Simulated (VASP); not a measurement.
Write the native input for VASP 6.6.1 that does the following.

| Item | Value |
| --- | --- |
| Task | single point |
| Functional | PBE |
| Potentials or basis | VASP PAW PBE potentials, release 64 (Ge_d) |
| Cutoff | 520 eV |
| k mesh | 12 × 12 × 12 |
| Occupations | gaussian, width 0.024 eV |
| Spin | no spin polarisation |
| Dipole correction | no |
| Further INCAR settings | ALGO = Normal; EDIFF = 1e-06; NBANDS = 13 |

The structure of Ge lies in POSCAR:

```
Ge
1.0
   -1.6084200000      1.6084200000      1.8731800000
    1.6084200000     -1.6084200000      1.8731800000
    1.6084200000      1.6084200000     -1.8731800000
Ge
1
Direct
    0.5000000000      0.5000000000      0.0000000000
```

One way to write it, as run:

INCAR

```
SYSTEM = Ge
ALGO = Normal
EDIFF = 1E-6
ENCUT = 520
GGA = PE
ISIF = 2
ISMEAR = 0
LASPH = .True.
LCHARG = .False.
LREAL = .False.
LWAVE = .False.
NBANDS = 13
NELM = 100
PREC = Accurate
SIGMA = 0.024
```

KPOINTS

```
k-points
0
Gamma
  12 12 12
  0 0 0
```

Potentials or basis: VASP PAW PBE potentials, release 64 (Ge_d).

Run with:

```console
$ cat potpaw_PBE.64/Ge_d/POTCAR > POTCAR
$ mpirun -np 1 vasp_std > vasp.out
```

Results of the run:

* Pressure: 0.7 GPa
* Band gap on the k mesh: zero (band 7 reaches 15.11 eV, above the bottom of band 8 at 3.80 eV)

It took 8.6 s on 1 thread of Intel(R) Xeon(R) 6975P-C (Granite Rapids), with other jobs on the host, peak memory 0.16 GiB.
